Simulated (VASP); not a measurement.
Crystal: Ir.

```
CELL_PARAMETERS angstrom
2.71000 0.00000 0.00000
-1.35500 2.34693 0.00000
0.00000 0.00000 4.42543
ATOMIC_POSITIONS crystal
Ir 0.33333 0.66667 0.25000
Ir 0.66667 0.33333 0.75000
```

| Property | Result |
| --- | --- |
| Program | VASP 6.6.1 |
| Task | relaxation of cell and atoms |
| Functional | PBE |
| Potentials or basis | VASP PAW PBE potentials, release 64 (Ir) |
| Cutoff | 600 eV |
| k mesh | 18 × 18 × 10 |
| Occupations | gaussian, width 0.1 eV |
| Spin | no spin polarisation |

At the start: pressure 13.6 GPa; volume 14.07 Å³/atom.

Q: How do energy, volume and symmetry change on relaxing?

A: Over 10 steps the energy falls by 21.5 meV/atom and the volume is 14.59 Å³/atom (+3.6 %); space group P6_3/mmc (No. 194, to 0.05 Å).

Step by step:
```
step  energy change (eV)  largest force (eV/Å)  pressure (GPa)  volume (Å³)
   1              0.0000                0.0000           13.57        28.15
   2              0.4330                0.0000          -32.28        33.28
   3             -0.0423                0.0000           -0.85        29.24
   4             -0.0424                0.0000           -0.12        29.18
   5             -0.0424                0.0000            0.11        29.16
   6             -0.0429                0.0000            0.26        29.15
   7             -0.0430                0.0000            0.23        29.15
   8             -0.0430                0.0000            0.23        29.15
   9             -0.0429                0.0000           -0.59        29.22
  10             -0.0430                0.0000            0.02        29.17
```

Final structure:
```
Ir
1.0
     2.74944    0.00000    0.00000
    -1.37472    2.38109    0.00000
     0.00000    0.00000    4.45594
Ir
2
Direct
  0.33333 0.66667 0.25000
  0.66667 0.33333 0.75000
```
